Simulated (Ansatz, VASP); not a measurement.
## Si2Mo: VASP beside Ansatz

INCAR

```
  ALGO = Normal
  EDIFF = 1E-8
  ENCUT = 520
  GGA = PS
  ISIF = 2
  ISMEAR = -1
  LASPH = True
  LCHARG = False
  LEFG = True
  LREAL = False
  LWAVE = False
  NBANDS = 18
  NELM = 80
  PREC = Accurate
  SIGMA = 0.08
```

File KPOINTS:

```
k-points
0
Gamma
  16 16 16
```

Contents of POSCAR:

```
Si2Mo
1.0
   -1.6000000000      1.6000000000      4.0091100000
    1.6000000000     -1.6000000000      4.0091100000
    1.6000000000      1.6000000000     -4.0091100000
Si Mo
2 1
Direct
    0.3330000000      0.3330000000      0.0000000000
    0.6670000000      0.6670000000      0.0000000000
    0.0000000000      0.0000000000      0.0000000000
```

Input for Ansatz:

```yaml
crystal:
  lattice:
    - [-1.6, 1.6, 4.00911]
    - [1.6, -1.6, 4.00911]
    - [1.6, 1.6, -4.00911]
  atoms:
    - { symbol: Si, position: [0.333, 0.333, 0.0] }
    - { symbol: Si, position: [0.667, 0.667, 0.0] }
    - { symbol: Mo, position: [0.0, 0.0, 0.0] }
kpoints:
  mp_grid: { grid: [16, 16, 16] }
scf:
  occupations: { method: fermi_dirac, width: 0.08 }
hamiltonian:
  xc: pbesol
  pseudopotentials: { kind: all_electron, datasets: crystal }
output:
  forces: true
  stress: true
  eigenvalues: true
  efg: { contact_densities: true }
```

Change from the starting cell: zz strain of +2 %, crystal datasets.

Alike in both runs: task electric field gradients; functional PBEsol; k mesh 16 × 16 × 16; occupations fermi-dirac, width 0.08 eV; no spin polarisation.

|  | VASP | Ansatz |
| --- | --- | --- |
| version | VASP 6.6.1 | Ansatz 0.2.0 |
| potentials or method | VASP PAW PBE potentials, release 64 (Si, Mo_sv), cutoff 520 eV | all-electron PAW with datasets made for the crystal, scalar-relativistic |

VASP gave:

| Property | Result |
| --- | --- |
| pressure (GPa) | -6.6 |
| traceless stress, the component that is largest in VASP (GPa) | -5.82 |
| rms of the force components (eV/Å) | 0.171 |
| size of Vzz on the site where it differs most (V/Å²) | 34.6 |

What did Ansatz give for the same quantities?

Pressure (GPa): -6.9; traceless stress, the component that is largest in VASP (GPa): -5.82; rms of the force components (eV/Å): 0.174; size of Vzz on the site where it differs most (V/Å²): 35.3.

VASP's potentials were made for PBE, not for PBEsol. Atom by atom the forces differ by 0.002 eV/Å (rms over components). Ansatz ran all-electron here, and VASP with PAW potentials.
